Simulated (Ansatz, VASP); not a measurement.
# One calculation of ZnO, two programs

Contents of INCAR:

```
PREC = Accurate
ENCUT = 520
EDIFF = 1E-7
ISMEAR = -1
SIGMA = 0.05
LREAL = False
LASPH = True
NELM = 100
ALGO = Normal
ISIF = 2
LWAVE = False
LCHARG = False
GGA = PS
IVDW = 12
NBANDS = 26
```

The input KPOINTS:

```
regular mesh
0
Gamma
  9 9 5
```

File POSCAR:

```
ZnO
1.0
    3.2708272232      0.0000000000      0.0000000000
   -1.6354136116      2.8326194666      0.0000000000
    0.0000000000      0.0000000000      5.2401848988
Zn O
2 2
Direct
    0.6666666667      0.3333333333      0.0000000000
    0.3333333333      0.6666666667      0.5000000000
    0.3333333333      0.6666666667      0.8790100000
    0.6666666667      0.3333333333      0.3790100000
```

The input input.yaml:

```yaml
crystal:
  lattice:
    - [3.2708272232, 0.0, 0.0]
    - [-1.6354136116, 2.8326194666, 0.0]
    - [0.0, 0.0, 5.2401848988]
  atoms:
    - { symbol: Zn, position: [0.6666666667, 0.3333333333, 0.0] }
    - { symbol: Zn, position: [0.3333333333, 0.6666666667, 0.5] }
    - { symbol: O, position: [0.3333333333, 0.6666666667, 0.87901] }
    - { symbol: O, position: [0.6666666667, 0.3333333333, 0.37901] }
hamiltonian:
  xc: pbesol
  pseudopotentials: { kind: paw }
  dispersion: d3bj
kpoints:
  mp_grid: { grid: [9, 9, 5] }
scf:
  occupations: { method: fermi_dirac, width: 0.05 }
output:
  forces: true
  stress: true
  eigenvalues: true
```

Alike in both runs: task single point; functional PBEsol; dispersion D3(BJ); k mesh 9 × 9 × 5; occupations fermi-dirac, width 0.05 eV; no spin polarisation.

|  | VASP | Ansatz |
| --- | --- | --- |
| version | VASP 6.6.1 | Ansatz 0.2.0 |
| potentials or method | VASP PAW PBE potentials, release 64 (Zn, O) | Ansatz PAW |
| plane-wave cutoff (eV) | 520 | 420 |
| valence electrons in the cell | 36 | 36 |

```tsv
	VASP	Ansatz	Ansatz less VASP
gap on the k mesh at the Fermi level (eV)	0.66	0.67	+0.016
least direct gap on the mesh (eV)	0.66	0.67	+0.016
pressure (GPa)	-5.7	-6.5	-0.84
traceless stress, the component that is largest in VASP (GPa)	1.08	1.03	-0.045
rms of the force components (eV/Å)	0.034	0.032	-0.0020
```

VASP's potentials were made for PBE, not for PBEsol. Atom by atom the forces differ by 0.002 eV/Å (rms over components).

Noted on Ansatz's run: odd divisions of the mesh miss points on the zone boundary, where band edges often lie, so the gap on the mesh can be too wide.
